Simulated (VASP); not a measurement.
# Mn (Im-3m) in VASP: notebook, part 2 of 2

VASP 6.6.1. The steps go on from the part before.

## (4) Single point, RPBE, collinear spin, antiferromagnetic start (12.77 Å³/atom)

This run uses another cell than the first one, of 12.77 Å³/atom.

Input file INCAR:

```
SYSTEM = Mn
PREC = Accurate ; ENCUT = 520
EDIFF = 1E-6 ; ISMEAR = -1
SIGMA = 0.05 ; LREAL = .FALSE.
LASPH = .TRUE. ; NELM = 150
ALGO = Normal ; ISIF = 2
LWAVE = .FALSE. ; LCHARG = .FALSE.
ISPIN = 2 ; MAGMOM = 3.14 -3.14
LORBIT = 11 ; LMAXMIX = 4
GGA = RP ; NBANDS = 24
```

Input file KPOINTS:

```
regular mesh
0
G
  12 12 12
  0 0 0
```

Input file POSCAR:

```
Mn
1.0
    2.9447031288      0.0000000000      0.0000000000
    0.0000000000      2.9447031288      0.0000000000
    0.0000000000      0.0000000000      2.9447031288
Mn
2
Direct
    0.0000000000      0.0000000000      0.0000000000
    0.5000000000      0.5000000000      0.5000000000
```

Potentials or basis: VASP PAW PBE potentials, release 64 (Mn_pv).

The run is started by

```
> cat potpaw_PBE.64/Mn_pv/POTCAR > POTCAR
> mpirun -np 1 vasp_std > vasp.out
```

OUTCAR:

```text
SYSTEM = Mn
   PREC = Accurate
   ENCUT = 520
   EDIFF = 1E-6
   ISMEAR = -1
   LREAL = .FALSE.
   LASPH = .TRUE.
   NELM = 150
   ISIF = 2
   ISPIN = 2
   LORBIT = 11
   GGA = RP

 ion  position               nearest neighbor table
   1  0.000  0.000  0.000-   2 2.55   2 2.55   2 2.55   2 2.55   2 2.55   2 2.55   2 2.55   2 2.55

   2  0.500  0.500  0.500-   1 2.55   1 2.55   1 2.55   1 2.55   1 2.55   1 2.55   1 2.55   1 2.55

  LATTYP: Found a simple cubic cell.
 ALAT       =     2.9447031288

  Lattice vectors:

 A1 = (   2.9447031288,   0.0000000000,   0.0000000000)
[... 1541 lines left out ...]

 VOLUME and BASIS-vectors are now :
 -----------------------------------------------------------------------------
  energy-cutoff  :      520.00
  volume of cell :       25.53
      direct lattice vectors                 reciprocal lattice vectors
     2.944703129  0.000000000  0.000000000     0.339592807  0.000000000  0.000000000
     0.000000000  2.944703129  0.000000000     0.000000000  0.339592807  0.000000000
     0.000000000  0.000000000  2.944703129     0.000000000  0.000000000  0.339592807

 POSITION                                       TOTAL-FORCE (eV/Angst)
 -----------------------------------------------------------------------------------
      0.00000      0.00000      0.00000        -0.000000     -0.000000     -0.000000
      1.47235      1.47235      1.47235         0.000000      0.000000      0.000000
 -----------------------------------------------------------------------------------
    total drift:                                0.000000      0.000000     -0.000000

  FREE ENERGIE OF THE ION-ELECTRON SYSTEM (eV)
  ---------------------------------------------------
  free  energy   TOTEN  =       -16.6768989179 eV

  energy  without entropy=      -16.6473003225  energy(sigma->0) =      -16.66209962

 total charge

# of ion       s       p       d       tot
------------------------------------------
    1        0.379   6.317   4.998  11.694
    2        0.379   6.317   4.998  11.694
--------------------------------------------------
tot          0.759  12.634   9.996  23.388

 magnetization (x)

# of ion       s       p       d       tot
------------------------------------------
    1        0.043   0.034   2.739   2.816
    2       -0.043  -0.034  -2.739  -2.816
--------------------------------------------------
tot          0.000   0.000   0.000   0.000
```

OSZICAR:

```text
N       E                     dE             d eps       ncg     rms          rms(c)
DAV:   1     0.251153857853E+03    0.25115E+03   -0.14801E+04  8328   0.144E+03
DAV:   2    -0.887498949845E+01   -0.26003E+03   -0.24938E+03  8368   0.395E+02
DAV:   3    -0.188428148133E+02   -0.99678E+01   -0.99172E+01  8824   0.887E+01
DAV:   4    -0.189390704411E+02   -0.96256E-01   -0.96247E-01  8824   0.849E+00
DAV:   5    -0.189408750570E+02   -0.18046E-02   -0.18046E-02  8816   0.117E+00    0.164E+01
DAV:   6    -0.165900711020E+02    0.23508E+01   -0.83060E+00  8128   0.374E+01    0.826E+00
DAV:   7    -0.166548602613E+02   -0.64789E-01   -0.52706E-01  8128   0.863E+00    0.353E+00
DAV:   8    -0.166747338495E+02   -0.19874E-01   -0.45736E-02  8600   0.136E+00    0.160E+00
DAV:   9    -0.166760103042E+02   -0.12765E-02   -0.96401E-02  8600   0.157E+00    0.437E-01
DAV:  10    -0.166766170437E+02   -0.60674E-03   -0.37055E-03  8696   0.520E-01    0.214E-01
DAV:  11    -0.166768942646E+02   -0.27722E-03   -0.21590E-03  8752   0.310E-01    0.790E-02
DAV:  12    -0.166768995153E+02   -0.52507E-05   -0.10405E-04  8464   0.971E-02    0.177E-02
DAV:  13    -0.166769014655E+02   -0.19502E-05   -0.24984E-06  8520   0.131E-02    0.107E-02
DAV:  14    -0.166768993625E+02    0.21030E-05   -0.10662E-06  4448   0.623E-03    0.466E-03
DAV:  15    -0.166768989179E+02    0.44463E-06   -0.28772E-07  4296   0.405E-03
   1 F= -.16676899E+02 E0= -.16662100E+02  d E =-.295986E-01  mag=    -0.0000
```

stdout:

```text
POSCAR found type information on POSCAR Mn
 POSCAR found :  1 types and       2 ions
 scaLAPACK will be used
 -----------------------------------------------------------------------------
|                                                                             |
|                                                                             |
|     You enforced a specific xc type in the INCAR file but a different       |
|     I HOPE YOU KNOW WHAT YOU ARE DOING!                                     |
|                                                                             |
 -----------------------------------------------------------------------------

 LDA part: xc-table for (Slater+PW92), standard interpolation
 POSCAR, INCAR and KPOINTS ok, starting setup
 FFT: planning ... GRIDC
 FFT: planning ... GRID_SOFT
 FFT: planning ... GRID
 WAVECAR not read
 entering main loop
```

It took 45 s on 1 thread of AMD EPYC 9R45 (Zen 5), shared host; peak memory 0.16 GiB.

What came out:

```yaml
Free_energy: -16.6769 eV
Pressure: 5.2 GPa
Band_gap_on_the_k_mesh: zero (filled and empty bands overlap)
Net_moment: 0.00 μB per cell
Site_moments: Mn +2.82, -2.82 μB
Valence_electrons_inside_the_program's_atomic_spheres: Mn 11.69
```

Caveat: the cell stands under pressure; the PAW data sets were made with another functional, which shifts forces and pressure a little.

## (5) Single point, RPBE, collinear spin, antiferromagnetic start (13.32 Å³/atom)

This run uses another cell than the first one, of 13.32 Å³/atom.

Input file INCAR:

```
ALGO = Normal
EDIFF = 1E-6
ENCUT = 520
GGA = RP
ISIF = 2
ISMEAR = -1
ISPIN = 2
LASPH = T
LCHARG = T
LELF = T
LMAXMIX = 4
LORBIT = 11
LREAL = F
LVHAR = T
LWAVE = F
MAGMOM = 3.14 -3.14
NBANDS = 24
NELM = 150
PREC = Accurate
SIGMA = 0.05
```

Input file KPOINTS:

```
k-points
0
Gamma
  12 12 12
```

Input file POSCAR:

```
Mn
1.0
    2.9867760006      0.0000000000      0.0000000000
    0.0000000000      2.9867760006      0.0000000000
    0.0000000000      0.0000000000      2.9867760006
Mn
2
Direct
    0.0000000000      0.0000000000      0.0000000000
    0.5000000000      0.5000000000      0.5000000000
```

The run is started by

```
> cat potpaw_PBE.64/Mn_pv/POTCAR > POTCAR
> mpirun -np 1 vasp_std > vasp.out
```

It took 45 s on 1 thread of AMD EPYC 9R45 (Zen 5), shared host; peak memory 0.17 GiB.

It converged, with:

| Quantity | Value |
| --- | --- |
| Free energy | -16.7039 eV |
| Pressure | 2.5 GPa |
| Band gap on the k mesh | zero (filled and empty bands overlap) |
| Net moment | 0.00 μB per cell |
| Site moments | Mn +3.02, -3.02 μB |
| Valence electrons inside the program's atomic spheres | Mn 11.64 |

Levels at points of the mesh, in eV from the Fermi level:
Spin up:
| k point | band 10 | band 11 | band 12 | band 13 | band 14 | band 15 | band 16 | band 17 |
| --- | --- | --- | --- | --- | --- | --- | --- | --- |
| (0.00, 0.00, 0.00) | -2.08 | -2.08 | -2.08 | 0.53 | 0.53 | 1.63 | 1.63 | 1.63 |
| (0.50, 0.00, 0.00) | -2.36 | -2.36 | -1.68 | -0.53 | -0.38 | 0.19 | 0.19 | 1.16 |
| (0.50, 0.50, 0.00) | -2.98 | -1.34 | -0.52 | -0.16 | -0.16 | 0.91 | 1.67 | 1.67 |
| (0.50, 0.50, 0.50) | -1.79 | -1.79 | -1.79 | -1.31 | -1.31 | 2.05 | 2.05 | 7.62 |
Spin down:
```tsv
k point	band 11	band 12	band 13	band 14	band 15	band 16
(0.00, 0.00, 0.00)	-2.08	-2.08	0.53	0.53	1.63	1.63
(0.50, 0.00, 0.00)	-2.36	-1.68	-0.53	-0.38	0.19	0.19
(0.50, 0.50, 0.00)	-1.34	-0.52	-0.16	-0.16	0.91	1.67
(0.50, 0.50, 0.50)	-1.79	-1.79	-1.31	-1.31	2.05	2.05
```

Caveat: the PAW data sets were made with another functional, which shifts forces and pressure a little.

## (6) Single point, RPBE, collinear spin, antiferromagnetic start (13.88 Å³/atom)

Input file INCAR:

```
PREC     = Accurate       # precision mode
ENCUT    = 520            # plane-wave cutoff, eV
EDIFF    = 1E-7           # SCF threshold, eV
ISMEAR   = -1             # smearing method
SIGMA    = 0.05           # smearing width, eV
LREAL    = False          # projectors in reciprocal space
LASPH    = True           # aspherical terms in the spheres
NELM     = 150            # most SCF steps
ALGO     = Normal         # electronic algorithm
ISIF     = 2              # what is computed and relaxed
LWAVE    = False          # write WAVECAR
LCHARG   = True           # write CHGCAR
ISPIN    = 2              # spin polarisation
MAGMOM   = 3.14 -3.14     # initial moments
LORBIT   = 11             # projections on sites
LMAXMIX  = 4              # l up to which the mixer works
GGA      = RP             # functional
LELF     = True           # ELF
LVHAR    = True         
NBANDS   = 24             # bands
```

Input file KPOINTS:

```
regular mesh
0
Gamma
  12 12 12
```

Input file POSCAR:

```
Mn
1.0
    3.0276958252      0.0000000000      0.0000000000
    0.0000000000      3.0276958252      0.0000000000
    0.0000000000      0.0000000000      3.0276958252
Mn
2
Direct
    0.0000000000      0.0000000000      0.0000000000
    0.5000000000      0.5000000000      0.5000000000
```

Potentials or basis: VASP PAW PBE potentials, release 64 (Mn_pv).

The run is started by

```
> cat potpaw_PBE.64/Mn_pv/POTCAR > POTCAR
> mpirun -np 1 vasp_std > vasp.out
```

Run time: 52 s. Hardware: 1 thread of AMD EPYC 9R45 (Zen 5), shared host; peak memory 0.16 GiB.

The run converged. Its results:

```
Free energy                                           : -16.7122 eV
Pressure                                              : -0.2 GPa
Band gap on the k mesh                                : zero (filled and empty bands overlap)
Net moment                                            : 0.00 μB per cell
Site moments                                          : Mn +3.18, -3.18 μB
Valence electrons inside the program's atomic spheres : Mn 11.59
```

Levels at points of the mesh, in eV from the Fermi level:
Spin up:
```tsv
k point	band 11	band 12	band 13	band 14	band 15	band 16
(0.00, 0.00, 0.00)	-2.14	-2.14	0.55	0.55	1.60	1.60
(0.50, 0.00, 0.00)	-2.42	-1.79	-0.58	-0.38	0.26	0.26
(0.50, 0.50, 0.00)	-1.50	-0.60	-0.23	-0.23	0.92	1.61
(0.50, 0.50, 0.50)	-1.68	-1.68	-1.47	-1.47	2.08	2.08
```
Spin down:
| k point | band 11 | band 12 | band 13 | band 14 | band 15 | band 16 |
| --- | --- | --- | --- | --- | --- | --- |
| (0.00, 0.00, 0.00) | -2.14 | -2.14 | 0.55 | 0.55 | 1.60 | 1.60 |
| (0.50, 0.00, 0.00) | -2.42 | -1.79 | -0.58 | -0.38 | 0.26 | 0.26 |
| (0.50, 0.50, 0.00) | -1.50 | -0.60 | -0.23 | -0.23 | 0.92 | 1.61 |
| (0.50, 0.50, 0.50) | -1.68 | -1.68 | -1.47 | -1.47 | 2.08 | 2.08 |

Caveat: the PAW data sets were made with another functional, which shifts forces and pressure a little.

## (7) Summary

| cell | k mesh | gap on the mesh (eV) | pressure (GPa) | moment (μB) |
| --- | --- | --- | --- | --- |
| a = 3.028 Å, 2 atoms | 11 × 11 × 11 | none | 0.3 | 0.00 |
| a = 2.901 Å, 2 atoms | 12 × 12 × 12 | none | 7.7 | 0.00 |
| a = 2.945 Å, 2 atoms | 12 × 12 × 12 | none | 5.2 | 0.00 |
| a = 2.987 Å, 2 atoms | 12 × 12 × 12 | none | 2.5 | 0.00 |
| a = 3.028 Å, 2 atoms | 12 × 12 × 12 | none | -0.2 | 0.00 |

Alike in all rows: task single point; level RPBE; potentials or basis VASP PAW PBE potentials, release 64 (Mn_pv); spin collinear, antiferromagnetic start; cutoff (eV) 520; smearing fermi-dirac 0.05 eV.

Caveats: the PAW data sets were made with another functional, which shifts forces and pressure a little; the cell stands under pressure (at least some runs).

Total energies depend on the potentials used, so only differences within one code and one set of settings carry meaning.
